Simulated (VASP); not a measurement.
Runs of VASP 6.6.1 on BN. The structure is that of space group R3m (No. 160), or close to it. The cells are those of the table. 

| task | cell | cutoff (eV) | smearing | gap on the mesh (eV) | pressure (GPa) | relaxed volume (Å³/atom) |
| --- | --- | --- | --- | --- | --- | --- |
| single point | a = 3.782 Å, angles 38.7°, 2 atoms, atomic positions A | 520 | gaussian 0.02 eV | 4.24 | 0.3 | - |
| relaxation of shape and atoms at fixed volume | relaxed from a = 3.807 Å, angles 38.7°, 2 atoms, atomic positions A | 600 | gaussian 0.01 eV | 4.27 | -0.4 | 9.68 |
| single point | a = 3.782 Å, angles 38.7°, 2 atoms, atomic positions A | 520 | gaussian 0.01 eV | 4.24 | 0.3 | - |
| single point | a = 3.846 Å, angles 38.0°, 2 atoms, atomic positions A | 520 | gaussian 0.01 eV | (b) | (a) | - |
| single point | a = 3.719 Å, angles 39.3°, 2 atoms, atomic positions A | 520 | gaussian 0.01 eV | 4.20 | 0.5 | - |
| relaxation of shape and atoms at fixed volume | relaxed from a = 3.757 Å, angles 38.7°, 2 atoms, atomic positions A | 600 | gaussian 0.01 eV | 4.20 | 0.0 | 9.30 |

Alike in all rows: level PBEsol; potentials or basis VASP PAW PBE potentials, release 64 (B, N); no spin polarisation; k mesh 12 × 12 × 12.

Q: Estimate the missing entries.

A: (a) 0.1; (b) 4.28.

Caveats: the PAW data sets were made with another functional, which shifts forces and pressure a little.

A k mesh can miss the band edges.
